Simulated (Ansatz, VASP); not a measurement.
Si in VASP and in Ansatz

The input POSCAR:

```
Si
1.0
    2.6205428149      0.0000000000      0.0000000000
   -1.3102714075      2.2694566494      0.0000000000
    0.0000000000      0.0000000000      2.5896721095
Si
1
Direct
    0.0000000000      0.0000000000      0.0000000000
```

INCAR.step1

```
SYSTEM = Si
PREC = Accurate
ENCUT = 520
ISMEAR = 0
SIGMA = 0.15
LREAL = .False.
LASPH = .True.
NELM = 100
NBANDS = 8
GGA = PE
ALGO = Normal
EDIFF = 1E-4
LWAVE = .True.
LCHARG = .False.
```

Contents of INCAR.step2:

```
SYSTEM = Si
PREC = Accurate
ENCUT = 520
EDIFF = 1E-6
ISMEAR = 0
SIGMA = 0.15
LREAL = .False.
LASPH = .True.
NELM = 100
ALGO = Normal
ISIF = 2
LWAVE = .False.
LCHARG = .False.
METAGGA = R2SCAN
LMIXTAU = .True.
NBANDS = 8
ISTART = 1
```

KPOINTS

```
Automatic mesh
0
Gamma
  24 24 20
  0 0 0
```

Input for Ansatz:

```yaml
crystal:
  lattice:
    - [2.6205428149, 0.0, 0.0]
    - [-1.3102714075, 2.2694566494, 0.0]
    - [0.0, 0.0, 2.5896721095]
  atoms:
    - { symbol: Si, position: [0.0, 0.0, 0.0] }
basis:
  ecutwfc: 500
kpoints:
  mp_grid: { grid: [24, 24, 20] }
hamiltonian:
  xc: r2scan
scf:
  occupations: { method: gaussian, width: 0.15 }
output:
  forces: true
  stress: true
  eigenvalues: true
```

Change from the starting cell: strain +0.000 along x and y, +0.050 along z, atoms carried along.

Alike in both runs: task single point; functional r2SCAN; k mesh 24 × 24 × 20; occupations gaussian, width 0.15 eV; no spin polarisation.

|  | VASP | Ansatz |
| --- | --- | --- |
| version | VASP 6.6.1 | Ansatz 0.2.0 |
| potentials or method | VASP PAW PBE potentials, release 64 (Si), cutoff 520 eV | scalar-relativistic, plane waves, PAW |
| valence electrons in the cell | 4 | 4 |

|  | VASP | Ansatz | Ansatz less VASP |
| --- | --- | --- | --- |
| gap on the k mesh at the Fermi level (eV) | none | none | - |
| pressure (GPa) | -3.4 | -3.4 | +0.07 |
| traceless stress, the component that is largest in VASP (GPa) | -7.77 | -7.73 | +0.037 |

VASP's potentials were made for PBE, not for r2SCAN. A gap of «none» marks a metal or a gap that the smearing closes.
